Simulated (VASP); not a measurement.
Write the native input for VASP 6.6.1 that does the following.

* Task: single point
* Functional: PBE
* Potentials or basis: VASP PAW PBE potentials, release 64 (In_d)
* Cutoff: 520 eV
* k mesh: 20 × 20 × 20
* Occupations: gaussian, width 0.15 eV
* Spin: no spin polarisation
* Dipole correction: no
* Further INCAR settings: ALGO = Fast; EDIFF = 1e-06; NBANDS = 12

The structure of In lies in POSCAR:

```
In
1.0
   -1.5611040000      1.5611040000      2.4739500000
    1.5611040000     -1.5611040000      2.4739500000
    1.5611040000      1.5611040000     -2.4739500000
In
1
Direct
    0.0000000000      0.0000000000      0.0000000000
```

This cell differs from its parent crystal: strain -0.040 along x and y, +0.000 along z.

One way to write it, as run:

INCAR

```
SYSTEM = In
PREC = Accurate ; ENCUT = 520
EDIFF = 1E-6 ; ISMEAR = 0
SIGMA = 0.15 ; LREAL = .False.
LASPH = .True. ; NELM = 80
ALGO = Fast ; ISIF = 2
LWAVE = .False. ; LCHARG = .True.
GGA = PE ; LELF = .True.
LVHAR = .True. ; NBANDS = 12
```

KPOINTS

```
regular mesh
0
Gamma
  20 20 20
  0 0 0
```

Potentials or basis: VASP PAW PBE potentials, release 64 (In_d).

Launch:

```console
$ cat potpaw_PBE.64/In_d/POTCAR > POTCAR
$ mpirun -np 1 vasp_std > vasp.out
```

It gave:

| Item | Value |
| --- | --- |
| Pressure | 6.5 GPa |

Caveat: the cell differs from its parent crystal (strain -0.040 along x and y, +0.000 along z).

It took 2.3 min on 1 thread of AMD EPYC 9R45 96-Core Processor (Zen 5), on a shared host, peak memory 0.27 GiB.
